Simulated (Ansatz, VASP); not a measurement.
Ni2H in VASP and in Ansatz

```
CELL_PARAMETERS angstrom
2.48535 0.00000 0.00000
-1.24267 2.15237 0.00000
0.00000 0.00000 4.12197
ATOMIC_POSITIONS crystal
Ni 0.33333 0.66667 0.25983
Ni 0.66667 0.33333 0.74017
H 0.00000 0.00000 0.00000
```

Alike in both runs: functional LDA; k mesh 12 × 12 × 6; occupations gaussian, width 0.1 eV; collinear spin.

Ansatz relaxed the structure, and its values are those at the end. VASP's run is a single point on that final structure, the one shown.

|  | VASP | Ansatz |
| --- | --- | --- |
| version | VASP 6.6.1 | Ansatz 0.2.0 |
| potentials or method | VASP PAW LDA potentials, release 64 (Ni, H), cutoff 520 eV | scalar-relativistic, plane waves, PAW |
| valence electrons in the cell | 21 | 37 |

|  | VASP | Ansatz | Ansatz less VASP |
| --- | --- | --- | --- |
| gap on the k mesh at the Fermi level (eV) | none | none | - |
| pressure (GPa) | 0.0 | -0.1 | -0.09 |
| rms of the force components (eV/Å) | 0.007 | 0.000 | -0.0074 |
| net moment per atom (μB) | 0.00 | 0.00 | 0.000 |

LDA's correlation is that of Perdew and Zunger in VASP and of Perdew and Wang (1992) in Ansatz. A gap of «none» marks a metal or a gap that the smearing closes. VASP's potentials hold 21 valence electrons a cell and Ansatz's 37, so a difference there can come from the potentials and not from the codes. Ansatz's warnings: seeded moment not kept.
